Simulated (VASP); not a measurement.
Set up this calculation in VASP 6.6.1, as the native input.

```yaml
Task: single point
Functional: LDA
Potentials_or_basis: VASP PAW LDA potentials, release 64 (Ga_d, Sb)
Cutoff: 520 eV
k_mesh: 16 × 16 × 16
Occupations: gaussian, width 0.15 eV
Spin: no spin polarisation
Dipole_correction: no
Further_INCAR_settings: ALGO = Normal; EDIFF = 1e-06; NBANDS = 16
```

The structure of GaSb lies in POSCAR:

```
GaSb
1.0
   -2.5020000000      2.5020000000      1.4771000000
    2.5020000000     -2.5020000000      1.4771000000
    2.5020000000      2.5020000000     -1.4771000000
Ga Sb
1 1
Direct
    0.2500000000      0.7500000000      0.5000000000
    0.0000000000      0.0000000000      0.0000000000
```

The input as run:

INCAR

```
SYSTEM = GaSb
  PREC = Accurate
  ENCUT = 520
  EDIFF = 1E-6
  ISMEAR = 0
  SIGMA = 0.15
  LREAL = .False.
  LASPH = .True.
  NELM = 80
  ALGO = Normal
  ISIF = 2
  LWAVE = .False.
  LCHARG = .False.
  NBANDS = 16
```

KPOINTS

```
regular mesh
0
Gamma
  16 16 16
  0 0 0
```

Potentials or basis: VASP PAW LDA potentials, release 64 (Ga_d, Sb).

Command:

```console
$ cat potpaw_LDA.64/Ga_d/POTCAR potpaw_LDA.64/Sb/POTCAR > POTCAR
$ mpirun -np 1 vasp_std > vasp.out
```

Results of the run:

The pressure is 19.7 GPa and the band gap on the k mesh is zero (band 9 reaches 12.45 eV, above the bottom of band 10 at 5.90 eV).

Caveat: spin-orbit coupling is left out, which moves the levels of the heavy elements.

It took 2.5 min on 1 thread of Intel Xeon 6975P-C, on a shared host, peak memory 0.33 GiB.
